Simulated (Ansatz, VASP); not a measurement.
## Two plane-wave programs on HPb4

```
H Pb
1.0
    -3.15379    3.15379    3.15379
     3.15379   -3.15379    3.15379
     3.15379    3.15379   -3.15379
H Pb
1 4
Direct
  0.00000 0.00000 0.00000
  0.50000 0.50000 0.50000
  0.50000 0.00000 0.00000
  0.00000 0.00000 0.50000
  0.00000 0.50000 0.00000
```

Change from the starting cell: species swapped into the Hg4Pt type (Im-3m, No. 229).

Alike in both runs: task single point; functional PBE; k mesh 4 × 4 × 4; occupations gaussian, width 0.1 eV; no spin polarisation.

```csv
,VASP,Ansatz
version,VASP 6.6.1,Ansatz 0.2.0
potentials or method,"VASP PAW PBE potentials, release 64 (H, Pb_d), cutoff 520 eV","scalar-relativistic, plane waves, PAW"
valence electrons in the cell,57,57
```

|  | VASP | Ansatz | Ansatz less VASP |
| --- | --- | --- | --- |
| gap on the k mesh at the Fermi level (eV) | none | none | - |
| pressure (GPa) | 5.1 | 5.1 | +0.07 |

A gap of «none» marks a metal or a gap that the smearing closes.

Neither program's run includes spin-orbit coupling.
